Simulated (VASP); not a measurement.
Wanted: the native input for a VASP 6.6.1 run.

```yaml
Task: single point
Functional: HSE06
Potentials_or_basis: VASP PAW PBE potentials, release 64 (Na_pv, Cl)
Cutoff: 520 eV
k_mesh: 6 × 6 × 6
Occupations: gaussian, width 0.01 eV
Spin: no spin polarisation
Dipole_correction: no
Grid_for_exact_exchange_PRECFOCK: Normal
Further_INCAR_settings: ALGO = Normal; EDIFF = 1e-06; NBANDS = 14
Share_of_exact_exchange: 0.25
Screening_parameter: 0.2079 1/Å
```

The system is NaCl.

```
Na Cl
1.0
     0.00000    2.91905    2.80273
     2.91905    0.00000    2.80273
     2.91905    2.91905    0.00000
Na Cl
1 1
Direct
  0.00000 0.00000 0.00000
  0.50000 0.50000 0.50000
```

This cell differs from its parent crystal: biaxial xy strain +4.2%.

The input as run:

POSCAR

```
NaCl
1.0
    0.0000000000      2.9190453386      2.8027319622
    2.9190453386      0.0000000000      2.8027319622
    2.9190453386      2.9190453386      0.0000000000
Na Cl
1 1
Direct
    0.0000000000      0.0000000000      0.0000000000
    0.5000000000      0.5000000000      0.5000000000
```

INCAR.step1

```
  PREC = Accurate
  ENCUT = 520
  EDIFF = 1E-5
  ISMEAR = 0
  SIGMA = 0.01
  LREAL = False
  LASPH = True
  NELM = 80
  ALGO = Normal
  ISIF = 2
  LWAVE = True
  LCHARG = False
  NBANDS = 14
  GGA = PE
```

INCAR.step2

```
  PREC = Accurate
  ENCUT = 520
  EDIFF = 1E-6
  ISMEAR = 0
  SIGMA = 0.01
  LREAL = False
  LASPH = True
  NELM = 80
  ALGO = Normal
  ISIF = 2
  LWAVE = False
  LCHARG = False
  GGA = PE
  LHFCALC = True
  HFSCREEN = 0.2079
  PRECFOCK = Normal
  NBANDS = 14
  ISTART = 1
```

KPOINTS

```
regular mesh
0
Gamma
  6 6 6
```

Potentials or basis: VASP PAW PBE potentials, release 64 (Na_pv, Cl).

Command:

```sh
$ cat potpaw_PBE.64/Na_pv/POTCAR potpaw_PBE.64/Cl/POTCAR > POTCAR
$ cp INCAR.step1 INCAR
$ mpirun -np 1 vasp_std > vasp.out
$ cp INCAR.step2 INCAR
$ mpirun -np 1 vasp_std > vasp.out
```

It gave:

- Pressure: -1.1 GPa
- Band gap on the k mesh: 6.21 eV

Caveat: the cell differs from its parent crystal (biaxial xy strain +4.2%); the PAW data sets were made with another functional, which shifts forces and pressure a little.

Wall time 33 min on 1 thread of AMD EPYC 7R13 Processor (Zen 3), on a shared host, peak memory 0.26 GiB.
